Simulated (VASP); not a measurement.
Here is a VASP 6.6.1 calculation.

The input INCAR:

```
SYSTEM = F
ALGO = Normal
EDIFF = 1E-7
EDIFFG = -0.02
ENCUT = 520
GGA = PS
IBRION = 2
ISIF = 2
ISMEAR = 0
LASPH = .TRUE.
LCHARG = .FALSE.
LREAL = .FALSE.
LWAVE = .FALSE.
NELM = 80
NSW = 80
PREC = Accurate
SIGMA = 0.05
```

The input KPOINTS:

```
k-points
0
G
  1 1 1
  0 0 0
```

The input POSCAR:

```
F
1.0
    9.0000000000      0.0000000000      0.0000000000
    0.0000000000      9.5000000000      0.0000000000
    0.0000000000      0.0000000000     10.0000000000
F
2
Direct
    0.5000000000      0.5000000000      0.4290000000
    0.5000000000      0.5000000000      0.5710000000
```

Potentials or basis: VASP PAW PBE potentials, release 64 (F).

Run with:

```console
$ cat potpaw_PBE.64/F/POTCAR > POTCAR
$ mpirun -np 1 vasp_gam > vasp.out
```

Problem. What does it give for the gap between the frontier levels?

Solution. 3.51 eV.

Problem. What does it give for the energy gained by relaxing?

Solution. 1.0 meV/atom.

Step by step:
| step | energy change (eV) | largest force (eV/Å) | pressure (GPa) |
| --- | --- | --- | --- |
| 1 | 0.0000 | 0.3810 | -0.05 |
| 2 | 0.0115 | 1.0617 | 0.07 |
| 3 | -0.0020 | 0.0004 | -0.02 |

Caveat: the PAW data sets were made with another functional, which shifts forces and pressure a little.
